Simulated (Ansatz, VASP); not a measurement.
**Cu in VASP and in Ansatz**

INCAR

```
ALGO = Fast
EDIFF = 1E-6
ENCUT = 520
GGA = PS
ISIF = 2
ISMEAR = 0
LASPH = True
LCHARG = False
LREAL = False
LWAVE = False
NBANDS = 12
NELM = 100
PREC = Accurate
SIGMA = 0.15
```

The input KPOINTS:

```
k-points
0
Gamma
  32 32 32
```

The input POSCAR:

```
Cu
1.0
    0.0000000000      1.5873816897      2.2445577093
    1.5873816897      0.0000000000      2.2445577093
    1.5873816897      1.5873816897      0.0000000000
Cu
1
Direct
    0.0000000000      0.0000000000      0.0000000000
```

Input for Ansatz:

```yaml
crystal:
  lattice:
    - [0.0, 1.5873816897, 2.2445577093]
    - [1.5873816897, 0.0, 2.2445577093]
    - [1.5873816897, 1.5873816897, 0.0]
  atoms:
    - { symbol: Cu, position: [0.0, 0.0, 0.0] }
basis:
  ecutwfc: 420
kpoints:
  mp_grid: { grid: [32, 32, 32] }
hamiltonian:
  xc: pbesol
scf:
  occupations: { method: gaussian, width: 0.15 }
output:
  forces: true
  stress: true
  eigenvalues: true
```

Alike in both runs: task single point; functional PBEsol; k mesh 32 × 32 × 32; occupations gaussian, width 0.15 eV; no spin polarisation.

```csv
,VASP,Ansatz
version,VASP 6.6.1,Ansatz 0.2.0
potentials or method,"VASP PAW PBE potentials, release 64 (Cu), cutoff 520 eV","scalar-relativistic, plane waves, PAW"
valence electrons in the cell,11,19
```

Ansatz gave:

| Property | Result |
| --- | --- |
| gap on the k mesh at the Fermi level (eV) | none |
| pressure (GPa) | 12.4 |
| traceless stress, the component that is largest in VASP (GPa) | -35.62 |

Estimate VASP's values.

gap on the k mesh at the Fermi level (eV): none; pressure (GPa): 13.1; traceless stress, the component that is largest in VASP (GPa): -35.52.

VASP's potentials were made for PBE, not for PBEsol. A gap of «none» marks a metal or a gap that the smearing closes. VASP's potentials hold 11 valence electrons a cell and Ansatz's 19, so a difference there can come from the potentials and not from the codes.
